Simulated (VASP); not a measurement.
Crystal: H3Rh.

```
CELL_PARAMETERS angstrom
3.25220 0.00000 0.00000
0.00000 3.25220 0.00000
0.00000 0.00000 3.25220
ATOMIC_POSITIONS crystal
H 0.00000 0.50000 0.50000
H 0.50000 0.00000 0.50000
H 0.50000 0.50000 0.00000
Rh 0.50000 0.50000 0.50000
```

* Program: VASP 6.6.1
* Task: relaxation of cell and atoms
* Functional: PBE
* Potentials or basis: VASP PAW PBE potentials, release 64 (H, Rh_pv)
* Cutoff: 600 eV
* k mesh: 6 × 6 × 6
* Occupations: gaussian, width 0.1 eV
* Spin: no spin polarisation

At the start: pressure 7.7 GPa; volume 8.60 Å³/atom.

How do energy, volume and symmetry change on relaxing?

Over 3 steps the energy falls by 14.3 meV/atom and the volume is 9.24 Å³/atom (+7.4 %); space group Pm-3m (No. 221, to 0.05 Å).

The path:
```csv
step,energy change (eV),largest force (eV/Å),pressure (GPa),volume (Å³)
1,0.0000,0.0000,7.69,34.40
2,-0.0557,0.0000,1.13,36.49
3,-0.0573,0.0000,-0.04,36.94
```

Final structure:
```xyz
4
Lattice="3.3306 0.0000 0.0000 0.0000 3.3306 0.0000 0.0000 0.0000 3.3306" Properties=species:S:1:pos:R:3 pbc="T T T"
H     0.0000    1.6653    1.6653
H     1.6653    0.0000    1.6653
H     1.6653    1.6653    0.0000
Rh    1.6653    1.6653    1.6653
```
